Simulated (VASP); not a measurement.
# GaN (I4/mmm) in VASP: further runs

Runs on GaN. Level: PBEsol. Tasks: single point.

Everything below comes from runs of VASP 6.6.1. Logs are shortened: lines on timing, memory, paths and dates and some standing lists are left out, and cuts for length are marked.

### Step 1. The cell of the first run

Symmetry: I4/mmm, No. 139, tetragonal system. The conventional cell has a = 3.020 Å, b = 3.020 Å, c = 4.142 Å, α = 90.00°, β = 90.00°, γ = 90.00°. Within 2.7 Å of Ga (site symmetry 4/mmm) lie 6 N at 2.07 to 2.14 Å. Within 2.7 Å of N (site symmetry 4/mmm) lie 6 Ga at 2.07 to 2.14 Å.

### Step 2. Single point, PBEsol (strain -0.0300 x Voigt [0, 1, 0, 0, 0, 0])

Input file INCAR:

```
SYSTEM = GaN
  PREC = Accurate
  ENCUT = 520
  EDIFF = 1E-7
  ISMEAR = 0
  SIGMA = 0.03
  LREAL = .False.
  LASPH = .True.
  NELM = 60
  ALGO = Normal
  ISIF = 2
  LWAVE = .False.
  LCHARG = .False.
  GGA = PS
  NBANDS = 16
```

Input file KPOINTS:

```
Automatic mesh
0
Gamma
  14 14 14
  0 0 0
```

Input file POSCAR:

```
GaN
1.0
    0.0000000000      2.0711779500      2.1352350000
    2.1352350000      0.0000000000      2.1352350000
    2.1352350000      2.0711779500      0.0000000000
Ga N
1 1
Direct
    0.0000000000      0.0000000000      0.0000000000
    0.5000000000      0.5000000000      0.5000000000
```

Potentials or basis: VASP PAW PBE potentials, release 64 (Ga_d, N).

On the command line:

```sh
$ cat potpaw_PBE.64/Ga_d/POTCAR potpaw_PBE.64/N/POTCAR > POTCAR
$ mpirun -np 1 vasp_std > vasp.out
```

OUTCAR:

```text
SYSTEM = GaN
   PREC = Accurate
   ENCUT = 520
   EDIFF = 1E-7
   ISMEAR = 0
   LREAL = .False.
   LASPH = .True.
   NELM = 60
   ISIF = 2
   GGA = PS

 ion  position               nearest neighbor table
   1  0.000  0.000  0.000-   2 2.07   2 2.07   2 2.14   2 2.14   2 2.14   2 2.14
   2  0.500  0.500  0.500-   1 2.07   1 2.07   1 2.14   1 2.14   1 2.14   1 2.14

  LATTYP: Found a body centered tetragonal cell.
 ALAT       =     3.0196782959
 C/A-ratio  =     1.3717871555

  Lattice vectors:

 A1 = (   0.0000000000,  -2.0711779500,   2.1352350000)
 A2 = (   0.0000000000,  -2.0711779500,  -2.1352350000)
 A3 = (   2.1352350000,   2.0711779500,   0.0000000000)

Analysis of symmetry for initial positions (statically):
=====================================================================
 Subroutine PRICEL returns:
 Original cell was already a primitive cell.

 Routine SETGRP: Setting up the symmetry group for a
 body centered tetragonal supercell.

 Subroutine GETGRP returns: Found 16 space group operations
 (whereof 16 operations were pure point group operations)
 out of a pool of 16 trial point group operations.

The static configuration has the point symmetry D_4h.

Analysis of symmetry for dynamics (positions and initial velocities):
=====================================================================
 Subroutine PRICEL returns:
 Original cell was already a primitive cell.

 Routine SETGRP: Setting up the symmetry group for a
 body centered tetragonal supercell.

 Subroutine GETGRP returns: Found 16 space group operations
 (whereof 16 operations were pure point group operations)
 out of a pool of 16 trial point group operations.

The dynamic configuration has the point symmetry D_4h.

 Subroutine INISYM returns: Found 16 space group operations
 (whereof 16 operations are pure point group operations),
 and found     1 'primitive' translations

----------------------------------------------------------------------------------------

                                     Primitive cell

  volume of cell :      18.8859

  direct lattice vectors                    reciprocal lattice vectors
     0.000000000  2.071177950  2.135235000    -0.234166263  0.241408518  0.234166263
     2.135235000  0.000000000  2.135235000     0.234166263 -0.241408518  0.234166263
     2.135235000  2.071177950  0.000000000     0.234166263  0.241408518 -0.234166263

  length of vectors
     2.974727989  3.019678296  2.974727989     0.409811847  0.409811847  0.409811847

  position of ions in fractional coordinates (direct lattice)
     0.000000000  0.000000000  0.000000000
     0.500000000  0.500000000  0.500000000

  ion indices of the primitive-cell ions
   primitive index   ion index
                 1           1
                 2           2

----------------------------------------------------------------------------------------

 KPOINTS: Automatic mesh

Automatic generation of k-mesh.
 Grid dimensions read from file:
 generate k-points for:   14   14   14

 Generating k-lattice:

  Cartesian coordinates                     Fractional coordinates (reciprocal lattice)
    -0.016726162  0.017243466  0.016726162     0.071428571  0.000000000 -0.000000000
     0.016726162 -0.017243466  0.016726162     0.000000000  0.071428571  0.000000000
     0.016726162  0.017243466 -0.016726162    -0.000000000  0.000000000  0.071428571

  Length of vectors
     0.029272275  0.029272275  0.029272275

  Shift w.r.t. Gamma in fractional coordinates (k-lattice)
     0.000000000  0.000000000  0.000000000

 Subroutine IBZKPT returns following result:
 ===========================================

 Found    244 irreducible k-points:

 Following reciprocal coordinates:
            Coordinates               Weight
  0.000000  0.000000  0.000000      1.000000
  0.071429  0.000000 -0.000000      8.000000
  0.142857  0.000000  0.000000      8.000000
  0.214286  0.000000  0.000000      8.000000
  0.285714  0.000000  0.000000      8.000000
  0.357143  0.000000  0.000000      8.000000
[... 16 lines left out ...]
  0.214286  0.142857  0.000000     16.000000
  0.285714  0.142857  0.000000     16.000000
 [... further k-points ...]
   k-points           NKPTS =    244   k-points in BZ     NKDIM =    244   number of bands    NBANDS=     16
   number of dos      NEDOS =    301   number of ions     NIONS =      2
   total plane-waves  NPLWV =  13824
   dimension x,y,z NGX =    24 NGY =   24 NGZ =   24
   dimension x,y,z NGXF=    48 NGYF=   48 NGZF=   48
   ions per type =               1   1
   NGX,Y,Z   is equivalent  to a cutoff of  13.41, 13.21, 13.41 a.u.
   NGXF,Y,Z  is equivalent  to a cutoff of  26.83, 26.43, 26.83 a.u.
 SYSTEM =  GaN
   PREC   = accura    normal or accurate (medium, high low for compatibility)
   ISTART =      0    job   : 0-new  1-cont  2-samecut
   ICHARG =      2    charge: 1-file 2-atom 10-const
   ISPIN  =      1    spin polarized calculation?
   LNONCOLLINEAR =      F non collinear calculations
   LSORBIT =      F    spin-orbit coupling
   LASPH  =      T    aspherical Exc in radial PAW
   ENCUT  =  520.0 eV  38.22 Ry    6.18 a.u.   5.53  5.61  5.53*2*pi/ulx,y,z
   NELM   =     60;   NELMIN=  2; NELMDL= -5     # of ELM steps
   EDIFF  = 0.1E-06   stopping-criterion for ELM
   LREAL  =      F    real-space projection
   EDIFFG = 0.1E-05   stopping-criterion for IOM
   NSW    =      0    number of steps for IOM
   IBRION =     -1    ionic relax: 0-MD 1-quasi-New 2-CG
   NFREE  =      0    steps in history (QN), initial steepest desc. (CG)
   ISIF   =      2    stress and relaxation
   ISYM   =      2    0-nonsym 1-usesym 2-fastsym
   POTIM  = 0.5000    time-step for ionic-motion
   TEBEG  =    0.0;   TEEND  =   0.0 temperature during run
   PSTRESS=    0.0 pullay stress
   NELECT =      18.0000    total number of electrons
   NUPDOWN=      -1.0000    fix difference up-down
   EMIN   =  10.00;   EMAX   =-10.00  energy-range for DOS
   EFERMI =   0.00;   METHOD = LEGACY
   ISMEAR =     0;   SIGMA  =   0.03  broadening in eV -4-tet -1-fermi 0-gaus
   EFERMI_NEDOS =   21; number of points for ismear=-14 and -15
   IALGO  =     38    algorithm
   IMIX   =      4    mixing-type and parameters
     AMIX     =   0.40;   BMIX     =  1.00
     AMIX_MAG =   1.60;   BMIX_MAG =  1.00
  volume/ion in A,a.u.               =       9.44        63.72
  Fermi-wavevector in a.u.,A,eV,Ry     =   1.611089  3.044516 35.315368  2.595606
  Thomas-Fermi vector in A             =   2.706535
   LORBIT       =      0    0 simple, 1 ext, 2 COOP (PROOUT), +10 PAW based schemes
   GGA     = PS    functional components
   LHFCALC =     F    Hartree Fock is set to
   AEXX    =    0.0000 exact exchange contribution
   IVDW    =     0    specifies the selected vdW correction
   LEPSILON=     F    determine dielectric tensor
   LRPA    =     F    only Hartree local field effects (RPA)
 non-spin polarized calculation
 Gauss-broadening in eV      SIGMA  =   0.03
  energy-cutoff  :      520.00
  volume of cell :       18.89
 maximum number of plane-waves:       532
 NGX is ok and might be reduce to    24
   NGX = 11   NGY = 11   NGZ = 11

 number of electron      18.0000009 magnetization

 Free energy of the ion-electron system (eV)
  ---------------------------------------------------
  ext. energy  EPLUGINS =         0.00000000
  ---------------------------------------------------
  free energy    TOTEN  =       -12.25326639 eV

  energy without entropy =      -12.25326639  energy(sigma->0) =      -12.25326639

 E-fermi :   7.9600     XC(G=0): -13.2749

 val. band max:        7.7797982374   @ k =  -0.2143   0.1429  -0.0000
 cond. band min:       8.0859316179   @ k =   0.5000   0.0000   0.5000
 fundamental gap:      0.3061333805
 Fermi energy:         7.9599535525

 k-point     1 :       0.0000    0.0000    0.0000
  band No.  band energies     occupation
      1      -9.5544      2.00000
      2      -6.1728      2.00000
      3      -6.1728      2.00000
      4      -6.1567      2.00000
      5      -6.0925      2.00000
      6      -6.0481      2.00000
[... 8 lines left out ...]
     15      23.0548      0.00000
     16      23.6593      0.00000

 k-point     2 :       0.0714    0.0000   -0.0000
  band No.  band energies     occupation
      1      -9.4539      2.00000
      2      -6.1742      2.00000
      3      -6.1671      2.00000
      4      -6.1534      2.00000
      5      -6.0984      2.00000
      6      -6.0573      2.00000
[... 8 lines left out ...]
     15      23.2658      0.00000
     16      24.0783      0.00000

 k-point     3 :       0.1429    0.0000    0.0000
  band No.  band energies     occupation
      1      -9.1572      2.00000
      2      -6.1839      2.00000
      3      -6.1692      2.00000
      4      -6.1489      2.00000
      5      -6.0966      2.00000
      6      -6.0724      2.00000
[... 8 lines left out ...]
     15      23.8820      0.00000
     16      24.1787      0.00000

 k-point     4 :       0.2143    0.0000    0.0000
  band No.  band energies     occupation
      1      -8.6809      2.00000
      2      -6.2039      2.00000
      3      -6.2016      2.00000
      4      -6.1752      2.00000
      5      -6.0618      2.00000
      6      -6.0573      2.00000
[... 8 lines left out ...]
     15      24.8785      0.00000
     16      24.9745      0.00000

 k-point     5 :       0.2857    0.0000    0.0000
  band No.  band energies     occupation
      1      -8.0598      2.00000
      2      -6.2511      2.00000
      3      -6.2338      2.00000
      4      -6.2119      2.00000
      5      -6.0204      2.00000
      6      -6.0136      2.00000
[... 8 lines left out ...]
     15      26.2125      0.00000
     16      26.2158      0.00000

 k-point     6 :       0.3571    0.0000    0.0000
  band No.  band energies     occupation
      1      -7.3653      2.00000
      2      -6.2949      2.00000
      3      -6.2792      2.00000
      4      -6.2356      2.00000
      5      -5.9832      2.00000
      6      -5.9681      2.00000
[... 8 lines left out ...]
     15      27.7694      0.00000
     16      27.8327      0.00000

 k-point     7 :       0.4286    0.0000    0.0000
  band No.  band energies     occupation
      1      -6.7390      2.00000
      2      -6.3254      2.00000
      3      -6.3126      2.00000
      4      -6.2681      2.00000
      5      -5.9568      2.00000
      6      -5.9361      2.00000
[... 8 lines left out ...]
     15      29.5289      0.00000
     16      29.5911      0.00000

 k-point     8 :       0.5000    0.0000    0.0000
  band No.  band energies     occupation
      1      -6.3885      2.00000
      2      -6.3648      2.00000
      3      -6.3363      2.00000
      4      -6.3233      2.00000
      5      -5.9473      2.00000
      6      -5.9246      2.00000
[... 8 lines left out ...]
     15      30.7355      0.00000
     16      30.8089      0.00000

 k-point     9 :       0.0714    0.0714    0.0000
  band No.  band energies     occupation
      1      -9.4268      2.00000
      2      -6.1817      2.00000
      3      -6.1606      2.00000
      4      -6.1468      2.00000
      5      -6.1109      2.00000
      6      -6.0469      2.00000
[... 8 lines left out ...]
     15      24.5620      0.00000
     16      25.2920      0.00000
[... 172 lines left out ...]
 k-point    19 :      -0.2143    0.0714    0.0000
  band No.  band energies     occupation
      1      -8.4043      2.00000
      2      -6.2250      2.00000
      3      -6.2046      2.00000
      4      -6.2003      2.00000
      5      -6.0728      2.00000
      6      -6.0020      2.00000
[... 8 lines left out ...]
     15      24.4445      0.00000
     16      26.6513      0.00000

 k-point    20 :      -0.1429    0.0714   -0.0000
  band No.  band energies     occupation
      1      -8.9259      2.00000
      2      -6.1929      2.00000
      3      -6.1799      2.00000
      4      -6.1518      2.00000
      5      -6.1101      2.00000
      6      -6.0505      2.00000
[... 8 lines left out ...]
     15      23.8737      0.00000
     16      25.5704      0.00000

 k-point    21 :      -0.0714    0.0714    0.0000
  band No.  band energies     occupation
      1      -9.2839      2.00000
      2      -6.1797      2.00000
      3      -6.1622      2.00000
      4      -6.1472      2.00000
      5      -6.1030      2.00000
      6      -6.0724      2.00000
[... 8 lines left out ...]
     15      23.6524      0.00000
     16      24.7367      0.00000

 k-point    22 :       0.1429    0.1429    0.0000
  band No.  band energies     occupation
      1      -9.0671      2.00000
      2      -6.2066      2.00000
      3      -6.1481      2.00000
      4      -6.1249      2.00000
      5      -6.1180      2.00000
      6      -6.0339      2.00000
[... 8 lines left out ...]
     15      26.7777      0.00000
     16      27.2507      0.00000

 k-point    23 :       0.2143    0.1429    0.0000
  band No.  band energies     occupation
      1      -8.7592      2.00000
      2      -6.2211      2.00000
      3      -6.1689      2.00000
      4      -6.1094      2.00000
      5      -6.0789      2.00000
      6      -6.0194      2.00000
[... 8 lines left out ...]
     15      27.1932      0.00000
     16      27.8122      0.00000

 k-point    24 :       0.2857    0.1429    0.0000
  band No.  band energies     occupation
      1      -8.3177      2.00000
      2      -6.2361      2.00000
      3      -6.1866      2.00000
      4      -6.1279      2.00000
      5      -6.0045      2.00000
      6      -5.9773      2.00000
[... 8 lines left out ...]
     15      27.2260      0.00000
     16      28.4441      0.00000

 [... further k-points ...]
[... 5 lines left out ...]
  --------------------------------------------------------------------------------------
  -------------------------------------------------------------------------------------
  Total       -0.2717312      0.3948535     -0.2717312      0.0000000      0.0000000      0.0000000
  in kB      -23.0521478     33.4971423    -23.0521478      0.0000000      0.0000000      0.0000000
  external PRESSURE =      -4.2023844 kB  Pullay stress =       0.0000000 kB

 VOLUME and BASIS-vectors are now :
 -----------------------------------------------------------------------------
  energy-cutoff  :      520.00
  volume of cell :       18.89
      direct lattice vectors                 reciprocal lattice vectors
     0.000000000  2.071177950  2.135235000    -0.234166263  0.241408518  0.234166263
     2.135235000  0.000000000  2.135235000     0.234166263 -0.241408518  0.234166263
     2.135235000  2.071177950  0.000000000     0.234166263  0.241408518 -0.234166263

 POSITION                                       TOTAL-FORCE (eV/Angst)
 -----------------------------------------------------------------------------------
      0.00000      0.00000      0.00000        -0.000000     -0.000000      0.000000
      2.13524      2.07118      2.13524         0.000000      0.000000     -0.000000
 -----------------------------------------------------------------------------------
    total drift:                                0.000000     -0.000000     -0.000000

  FREE ENERGIE OF THE ION-ELECTRON SYSTEM (eV)
  ---------------------------------------------------
  free  energy   TOTEN  =       -12.2532663855 eV

  energy  without entropy=      -12.2532663855  energy(sigma->0) =      -12.25326639
```

Run time: 86 s. Hardware: 1 thread of Intel Xeon 8259CL, shared host; peak memory 0.2 GiB.

Results:

```
Free energy            : -12.2533 eV
Pressure               : -0.4 GPa
Band gap on the k mesh : 0.31 eV (least direct gap 2.66 eV)
```

Caveat: the cell differs from its parent crystal (strain -0.0300 x Voigt [0, 1, 0, 0, 0, 0]); the PAW data sets were made with another functional, which shifts forces and pressure a little. A k mesh can miss the band edges.

(Part 1 of 2 ends here.)
